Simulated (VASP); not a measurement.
HgH:

```
CELL_PARAMETERS angstrom
5.03444 0.00000 0.00000
-2.51722 4.35996 0.00000
0.00000 0.00000 4.06188
ATOMIC_POSITIONS crystal
Hg 0.50000 0.00000 0.00000
Hg 0.50000 0.50000 0.00000
Hg 0.00000 0.50000 0.00000
H 0.00000 0.00000 0.00000
H 0.33333 0.66667 0.50000
H 0.66667 0.33333 0.50000
```

```yaml
Program: VASP 6.6.1
Task: relaxation of cell and atoms
Functional: PBE
Potentials_or_basis: VASP PAW PBE potentials, release 64 (Hg, H)
Cutoff: 600 eV
k_mesh: 6 × 6 × 4
Occupations: gaussian, width 0.1 eV
Spin: no spin polarisation
```

At the start: pressure 25.4 GPa; volume 14.86 Å³/atom.

**Question.** How do energy, volume and symmetry change on relaxing?

**Answer.** Over 16 steps the energy falls by 404.4 meV/atom and the volume is 17.49 Å³/atom (+17.7 %); space group P6/mmm (No. 191, to 0.1 Å) before and after.

Step by step:
| step | energy change (eV) | largest force (eV/Å) | pressure (GPa) | volume (Å³) |
| --- | --- | --- | --- | --- |
| 1 | 0.0000 | 0.0000 | 25.40 | 89.16 |
| 2 | -1.8192 | 0.0000 | -3.42 | 122.31 |
| 3 | -1.9318 | 0.0000 | -0.26 | 111.60 |
| 4 | -1.9340 | 0.0000 | -0.94 | 113.26 |
| 5 | -1.9343 | 0.0000 | -0.75 | 112.75 |
| 6 | -1.9555 | 0.0000 | -0.55 | 111.47 |
| 7 | -1.9943 | 0.0000 | 0.29 | 107.58 |
| 8 | -2.0009 | 0.0000 | 2.89 | 99.67 |
| 9 | -2.0125 | 0.0000 | 2.83 | 99.58 |
| 10 | -2.0560 | 0.0000 | 2.80 | 99.28 |
| 11 | -2.1801 | 0.0000 | 2.72 | 98.49 |
| 12 | -2.3268 | 0.0000 | 4.12 | 96.13 |
| 13 | -2.3382 | 0.0000 | 3.57 | 96.67 |
| 14 | -2.3951 | 0.0000 | 1.96 | 99.77 |
| 15 | -2.4211 | 0.0000 | -0.76 | 106.96 |
| 16 | -2.4264 | 0.0000 | -0.11 | 104.94 |

Final structure:
```
Hg H
1.0
     6.26648    0.00000    0.00000
    -3.13324    5.42693    0.00000
     0.00000    0.00000    3.08563
Hg H
3 3
Cartesian
  3.1332 0.0000 0.0000
  1.5666 2.7135 0.0000
  -1.5666 2.7135 0.0000
  0.0000 0.0000 0.0000
  0.0000 3.6180 1.5428
  3.1332 1.8090 1.5428
```

Caveat: the k points lie up to 0.51 Å⁻¹ apart in the final cell, too coarse for converged energies and pressures of a metal; the volume moved by over 15 % at a fixed basis, so the end points are rough.
